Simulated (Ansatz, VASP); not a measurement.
# ZnO: VASP beside Ansatz

```
Zn O
1.0
     0.00000    2.13377    2.13377
     2.13377    0.00000    2.13377
     2.13377    2.13377    0.00000
Zn O
1 1
Direct
  0.00000 0.00000 0.00000
  0.50000 0.50000 0.50000
```

Alike in both runs: task single point; functional PBE; k mesh 8 × 8 × 8; no spin polarisation.

|  | VASP | Ansatz |
| --- | --- | --- |
| version | VASP 6.6.1 | Ansatz 0.2.0 |
| potentials or method | VASP PAW PBE potentials, release 64 (Zn, O_h) | plane waves |
| plane-wave cutoff (eV) | 910 | 420 |
| occupations | gaussian, width 0.01 eV | fixed |
| valence electrons in the cell | 18 | 18 |

|  | VASP | Ansatz | Ansatz less VASP |
| --- | --- | --- | --- |
| gap on the k mesh at the Fermi level (eV) | 0.92 | 0.95 | +0.032 |

Noted on VASP's run: the cutoff is short for stress, so the pressure is rough.
